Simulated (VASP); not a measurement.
# Rh (P6_3/mmc) in VASP: notebook

Runs on Rh. Level: PBE. Tasks: single point.

Everything below comes from runs of VASP 6.6.1. Logs are shortened: lines on timing, memory, paths and dates and some standing lists are left out, and cuts for length are marked.

**1. The cell of the first run**

It takes space group P6_3/mmc (No. 194, hexagonal). Conventional cell: a = 2.725 Å, b = 2.725 Å, c = 4.385 Å, α = 90.00°, β = 90.00°, γ = 120.00°. Within 3.6 Å of Rh (site symmetry -6m2) lie 12 Rh at 2.70 to 2.72 Å.

This isn't the form of Rh at room conditions, which is fcc.

**2. Single point, PBE, collinear spin, ferromagnetic start (14.10 Å³/atom)**

INCAR reads:

```
PREC = Accurate ; ENCUT = 500
EDIFF = 1E-6 ; ISMEAR = 0
SIGMA = 0.15 ; LREAL = False
LASPH = True ; NELM = 200
ALGO = Normal ; ISIF = 2
LWAVE = False ; LCHARG = False
ISPIN = 2 ; MAGMOM = 0.5 0.5
LORBIT = 11 ; NUPDOWN = 1.0
LMAXMIX = 4 ; GGA = PE
NBANDS = 26 ; GGA_COMPAT = False
```

KPOINTS reads:

```
regular mesh
0
Gamma
  21 21 12
```

POSCAR reads:

```
Rh
1.0
    2.7248648789      0.0000000000      0.0000000000
   -1.3624324395      2.3598022070      0.0000000000
    0.0000000000      0.0000000000      4.3851186793
Rh
2
Direct
    0.6666666667      0.3333333333      0.7500000000
    0.3333333333      0.6666666667      0.2500000000
```

Potentials or basis: VASP PAW PBE potentials, release 64 (Rh_pv).

The run is started by

```sh
cat potpaw_PBE.64/Rh_pv/POTCAR > POTCAR
mpirun -np 1 vasp_std > vasp.out
```

OUTCAR:

```text
PREC = Accurate
   ENCUT = 500
   EDIFF = 1E-6
   ISMEAR = 0
   LREAL = False
   LASPH = True
   NELM = 200
   ISIF = 2
   ISPIN = 2
   LORBIT = 11
   NUPDOWN = 1.0
   GGA = PE

 ion  position               nearest neighbor table
   1  0.667  0.333  0.750-   2 2.70   2 2.70   2 2.70   2 2.70   2 2.70   2 2.70
   2  0.333  0.667  0.250-   1 2.70   1 2.70   1 2.70   1 2.70   1 2.70   1 2.70

  LATTYP: Found a hexagonal cell.
 ALAT       =     2.7248648789
 C/A-ratio  =     1.6092976622

  Lattice vectors:

 A1 = (   2.7248648789,   0.0000000000,   0.0000000000)
 A2 = (  -1.3624324395,   2.3598022070,   0.0000000000)
 A3 = (   0.0000000000,   0.0000000000,   4.3851186793)

Analysis of symmetry for initial positions (statically):
=====================================================================
 Subroutine PRICEL returns:
 Original cell was already a primitive cell.

 Routine SETGRP: Setting up the symmetry group for a
 hexagonal supercell.

 Subroutine GETGRP returns: Found 24 space group operations
 (whereof 12 operations were pure point group operations)
 out of a pool of 24 trial point group operations.

The static configuration has the point symmetry D_3d.
 The point group associated with its full space group is D_6h.

Analysis of symmetry for dynamics (positions and initial velocities):
=====================================================================
 Subroutine PRICEL returns:
 Original cell was already a primitive cell.

 Routine SETGRP: Setting up the symmetry group for a
 hexagonal supercell.

 Subroutine GETGRP returns: Found 24 space group operations
 (whereof 12 operations were pure point group operations)
 out of a pool of 24 trial point group operations.

The dynamic configuration has the point symmetry D_3d.
 The point group associated with its full space group is D_6h.

Analysis of structural, dynamic, and magnetic symmetry:
=====================================================================
 Subroutine PRICEL returns:
 Original cell was already a primitive cell.

 Routine SETGRP: Setting up the symmetry group for a
 hexagonal supercell.

 Subroutine GETGRP returns: Found 24 space group operations
 (whereof 12 operations were pure point group operations)
 out of a pool of 24 trial point group operations.

The overall configuration has the point symmetry D_3d.
 The point group associated with its full space group is D_6h.

 Subroutine INISYM returns: Found 24 space group operations
 (whereof 12 operations are pure point group operations),
 and found     1 'primitive' translations

----------------------------------------------------------------------------------------

                                     Primitive cell

  volume of cell :      28.1969

  direct lattice vectors                    reciprocal lattice vectors
     2.724864879  0.000000000  0.000000000     0.366990675  0.211882165  0.000000000
    -1.362432440  2.359802207  0.000000000     0.000000000  0.423764329  0.000000000
     0.000000000  0.000000000  4.385118679     0.000000000  0.000000000  0.228043999

  length of vectors
     2.724864879  2.724864879  4.385118679     0.423764330  0.423764329  0.228043999

  position of ions in fractional coordinates (direct lattice)
     0.666666667  0.333333333  0.750000000
     0.333333333  0.666666667  0.250000000

  ion indices of the primitive-cell ions
   primitive index   ion index
                 1           1
                 2           2

----------------------------------------------------------------------------------------

 KPOINTS: regular mesh

Automatic generation of k-mesh.
 Grid dimensions read from file:
 generate k-points for:   21   21   12

 Generating k-lattice:

  Cartesian coordinates                     Fractional coordinates (reciprocal lattice)
     0.017475746  0.010089627  0.000000000     0.047619048  0.000000000  0.000000000
     0.000000000  0.020179254  0.000000000     0.000000000  0.047619048  0.000000000
     0.000000000  0.000000000  0.019003667     0.000000000  0.000000000  0.083333333

  Length of vectors
     0.020179254  0.020179254  0.019003667

  Shift w.r.t. Gamma in fractional coordinates (k-lattice)
     0.000000000  0.000000000  0.000000000

 Subroutine IBZKPT returns following result:
 ===========================================

 Found    336 irreducible k-points:

 Following reciprocal coordinates:
            Coordinates               Weight
  0.000000  0.000000  0.000000      1.000000
  0.047619  0.000000  0.000000      6.000000
  0.095238  0.000000  0.000000      6.000000
  0.142857  0.000000  0.000000      6.000000
  0.190476  0.000000  0.000000      6.000000
  0.238095  0.000000  0.000000      6.000000
[... 16 lines left out ...]
  0.142857  0.095238  0.000000     12.000000
  0.190476  0.095238  0.000000     12.000000
 [... further k-points ...]
   k-points           NKPTS =    336   k-points in BZ     NKDIM =    336   number of bands    NBANDS=     26
   number of dos      NEDOS =    301   number of ions     NIONS =      2
   total plane-waves  NPLWV =  12800
   dimension x,y,z NGX =    20 NGY =   20 NGZ =   32
   dimension x,y,z NGXF=    40 NGYF=   40 NGZF=   64
   ions per type =               2
   NGX,Y,Z   is equivalent  to a cutoff of  12.20, 12.20, 12.13 a.u.
   NGXF,Y,Z  is equivalent  to a cutoff of  24.40, 24.40, 24.26 a.u.
 SYSTEM =  unknown system
   PREC   = accura    normal or accurate (medium, high low for compatibility)
   ISTART =      0    job   : 0-new  1-cont  2-samecut
   ICHARG =      2    charge: 1-file 2-atom 10-const
   ISPIN  =      2    spin polarized calculation?
   LNONCOLLINEAR =      F non collinear calculations
   LSORBIT =      F    spin-orbit coupling
   LASPH  =      T    aspherical Exc in radial PAW
   ENCUT  =  500.0 eV  36.75 Ry    6.06 a.u.   4.97  4.97  8.00*2*pi/ulx,y,z
   NELM   =    200;   NELMIN=  2; NELMDL= -5     # of ELM steps
   EDIFF  = 0.1E-05   stopping-criterion for ELM
   LREAL  =      F    real-space projection
[... 7 lines left out ...]
   TEBEG  =    0.0;   TEEND  =   0.0 temperature during run
   PSTRESS=    0.0 pullay stress
   NELECT =      30.0000    total number of electrons
   NUPDOWN=       1.0000    fix difference up-down
   EMIN   =  10.00;   EMAX   =-10.00  energy-range for DOS
   EFERMI =   0.00;   METHOD = LEGACY
   ISMEAR =     0;   SIGMA  =   0.15  broadening in eV -4-tet -1-fermi 0-gaus
   EFERMI_NEDOS =   21; number of points for ismear=-14 and -15
   IALGO  =     38    algorithm
   IMIX   =      4    mixing-type and parameters
     AMIX     =   0.40;   BMIX     =  1.00
     AMIX_MAG =   1.60;   BMIX_MAG =  1.00
  volume/ion in A,a.u.               =      14.10        95.14
  Fermi-wavevector in a.u.,A,eV,Ry     =   1.671275  3.158252 38.003255  2.793160
  Thomas-Fermi vector in A             =   2.756626
   LORBIT       =     11    0 simple, 1 ext, 2 COOP (PROOUT), +10 PAW based schemes
   GGA     = PE    functional components
   LHFCALC =     F    Hartree Fock is set to
   AEXX    =    0.0000 exact exchange contribution
   IVDW    =     0    specifies the selected vdW correction
   LEPSILON=     F    determine dielectric tensor
   LRPA    =     F    only Hartree local field effects (RPA)
 spin polarized calculation
 Gauss-broadening in eV      SIGMA  =   0.15
  energy-cutoff  :      500.00
  volume of cell :       28.20
 maximum number of plane-waves:       744
 NGX is ok and might be reduce to    20
   NGX =  9   NGY =  9   NGZ = 15

 number of electron      30.0000018 magnetization       1.0000001

 Free energy of the ion-electron system (eV)
  ---------------------------------------------------
  ext. energy  EPLUGINS =         0.00000000
  ---------------------------------------------------
  free energy    TOTEN  =       -14.41165636 eV

  energy without entropy =      -14.37071993  energy(sigma->0) =      -14.39118814

 E-fermi :  11.4105     XC(G=0): -13.8662

 val. band max:       11.6068072456   @ k =   0.2381   0.1905   0.1667
 cond. band min:      11.4114194585   @ k =   0.0000   0.0000   0.1667
 fundamental gap:     -0.1953877871
 Fermi energy:        11.6068902375

 spin component 1

 k-point     1 :       0.0000    0.0000    0.0000
  band No.  band energies     occupation
      1     -35.7599      1.00000
      2     -35.1566      1.00000
      3     -35.1566      1.00000
      4     -35.0681      1.00000
      5     -35.0556      1.00000
      6     -35.0556      1.00000
[... 18 lines left out ...]
     25      33.8031      0.00000
     26      33.8031      0.00000

 k-point     2 :       0.0476    0.0000    0.0000
  band No.  band energies     occupation
      1     -35.7551      1.00000
      2     -35.1674      1.00000
      3     -35.1602      1.00000
      4     -35.0701      1.00000
      5     -35.0668      1.00000
      6     -35.0573      1.00000
[... 18 lines left out ...]
     25      33.2302      0.00000
     26      33.2588      0.00000

 k-point     3 :       0.0952    0.0000    0.0000
  band No.  band energies     occupation
      1     -35.7408      1.00000
      2     -35.1988      1.00000
      3     -35.1705      1.00000
      4     -35.0994      1.00000
      5     -35.0764      1.00000
      6     -35.0623      1.00000
[... 572 lines left out ...]
 k-point    23 :       0.1429    0.0952    0.0000
  band No.  band energies     occupation
      1     -35.6742      1.00000
      2     -35.3204      1.00000
      3     -35.2699      1.00000
      4     -35.1869      1.00000
      5     -35.1078      1.00000
      6     -35.0969      1.00000
[... 18 lines left out ...]
     25      31.7968      0.00000
     26      31.8023      0.00000

 k-point    24 :       0.1905    0.0952    0.0000
  band No.  band energies     occupation
      1     -35.6380      1.00000
      2     -35.3841      1.00000
      3     -35.3251      1.00000
      4     -35.2194      1.00000
      5     -35.1267      1.00000
      6     -35.1129      1.00000
[... 18 lines left out ...]
     25      31.7965      0.00000
     26      31.7979      0.00000

 [... further k-points ...]

 spin component 2

 k-point     1 :       0.0000    0.0000    0.0000
  band No.  band energies     occupation
      1     -35.3368      1.00000
      2     -34.7454      1.00000
      3     -34.7454      1.00000
      4     -34.6434      1.00000
      5     -34.6434      1.00000
      6     -34.6360      1.00000
[... 18 lines left out ...]
     25      33.9357      0.00000
     26      33.9357      0.00000

 k-point     2 :       0.0476    0.0000    0.0000
  band No.  band energies     occupation
      1     -35.3319      1.00000
      2     -34.7563      1.00000
      3     -34.7490      1.00000
      4     -34.6548      1.00000
      5     -34.6451      1.00000
      6     -34.6381      1.00000
[... 18 lines left out ...]
     25      33.3578      0.00000
     26      33.3887      0.00000

 k-point     3 :       0.0952    0.0000    0.0000
  band No.  band energies     occupation
      1     -35.3174      1.00000
      2     -34.7881      1.00000
      3     -34.7594      1.00000
      4     -34.6878      1.00000
      5     -34.6501      1.00000
      6     -34.6444      1.00000
[... 572 lines left out ...]
 k-point    23 :       0.1429    0.0952    0.0000
  band No.  band energies     occupation
      1     -35.2499      1.00000
      2     -34.9112      1.00000
      3     -34.8603      1.00000
      4     -34.7761      1.00000
      5     -34.6851      1.00000
      6     -34.6762      1.00000
[... 18 lines left out ...]
     25      32.4414      0.00000
     26      32.7259      0.00000

 k-point    24 :       0.1905    0.0952    0.0000
  band No.  band energies     occupation
      1     -35.2132      1.00000
      2     -34.9758      1.00000
      3     -34.9162      1.00000
      4     -34.8089      1.00000
      5     -34.7013      1.00000
      6     -34.6953      1.00000
[... 18 lines left out ...]
     25      32.4406      0.00000
     26      32.7615      0.00000

 [... further k-points ...]

------------------------ aborting loop because EDIFF is reached ----------------------------------------

  FORCE on cell =-STRESS in cart. coord.  units (eV):
  Direction    XX          YY          ZZ          XY          YZ          ZX
  --------------------------------------------------------------------------------------
  -------------------------------------------------------------------------------------
  Total        0.2832636      0.2832636      0.3210093     -0.0000000      0.0000000      0.0000000
  in kB       16.0953106     16.0953106     18.2400617     -0.0000000      0.0000000      0.0000000
  external PRESSURE =      16.8102277 kB  Pullay stress =       0.0000000 kB

 VOLUME and BASIS-vectors are now :
 -----------------------------------------------------------------------------
  energy-cutoff  :      500.00
  volume of cell :       28.20
      direct lattice vectors                 reciprocal lattice vectors
     2.724864879  0.000000000  0.000000000     0.366990675  0.211882165  0.000000000
    -1.362432440  2.359802207  0.000000000     0.000000000  0.423764329  0.000000000
     0.000000000  0.000000000  4.385118679     0.000000000  0.000000000  0.228043999

 POSITION                                       TOTAL-FORCE (eV/Angst)
 -----------------------------------------------------------------------------------
      1.36243      0.78660      3.28884         0.000000     -0.000000      0.000000
     -0.00000      1.57320      1.09628        -0.000000      0.000000      0.000000
 -----------------------------------------------------------------------------------
    total drift:                               -0.000000      0.000000     -0.000000

  FREE ENERGIE OF THE ION-ELECTRON SYSTEM (eV)
  ---------------------------------------------------
  free  energy   TOTEN  =       -14.4116563554 eV

  energy  without entropy=      -14.3707199277  energy(sigma->0) =      -14.39118814

 total charge

# of ion       s       p       d       tot
------------------------------------------
    1        0.399   6.285   7.061  13.745
    2        0.399   6.285   7.061  13.745
--------------------------------------------------
tot          0.798  12.570  14.122  27.490

 magnetization (x)

# of ion       s       p       d       tot
------------------------------------------
    1       -0.001  -0.002   0.504   0.501
    2       -0.001  -0.002   0.504   0.501
--------------------------------------------------
tot         -0.002  -0.004   1.008   1.002
```

It took 6.1 min on 1 thread of Oxide Virtual Turin-like, shared host; peak memory 0.35 GiB.

What came out:

```yaml
Free_energy: -14.4117 eV
Pressure: 1.7 GPa
Net_moment: 1.00 μB per cell
Site_moments: Rh +0.50 μB
Valence_electrons_inside_the_program's_atomic_spheres: Rh 13.74
```

Stress tensor (GPa, compression positive):
```
1.61 0.00 0.00
0.00 1.61 0.00
0.00 0.00 1.82
```

Caveat: the total moment is fixed, so each spin has its own Fermi level and the state may be an excited one.

[end of part 1 of 2]
